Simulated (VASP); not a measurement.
A run of VASP 6.6.1 is set up as follows.

INCAR

```
SYSTEM = Pd
PREC = Accurate ; ENCUT = 520
EDIFF = 1E-6 ; ISMEAR = 0
SIGMA = 0.15 ; LREAL = .False.
LASPH = .True. ; NELM = 100
ALGO = Fast ; ISIF = 2
LWAVE = .False. ; LCHARG = .False.
GGA = CA ; NBANDS = 11
```

File KPOINTS:

```
Automatic mesh
0
Gamma
  22 22 22
  0 0 0
```

File POSCAR:

```
Pd
1.0
   -1.4464985200      1.4464985200      1.5722810000
    1.4464985200     -1.4464985200      1.5722810000
    1.4464985200      1.4464985200     -1.5722810000
Pd
1
Direct
    0.0000000000      0.0000000000      0.0000000000
```

Potentials or basis: VASP PAW LDA potentials, release 64 (Pd).

The run is started by

```sh
$ cat potpaw_LDA.64/Pd/POTCAR > POTCAR
$ mpirun -np 1 vasp_std > vasp.out
```

Task: Estimate the pressure.

Result: 22.1 GPa.

Task: Predict the band gap on the k mesh.

Result: Zero (band 5 reaches 12.51 eV, above the bottom of band 6 at 10.52 eV).

Stress tensor (GPa, compression positive):
```
20.69  0.00  0.00
 0.00 20.69  0.00
 0.00  0.00 24.85
```

Caveat: the cell differs from its parent crystal (strain -0.080 along x and y, +0.000 along z).
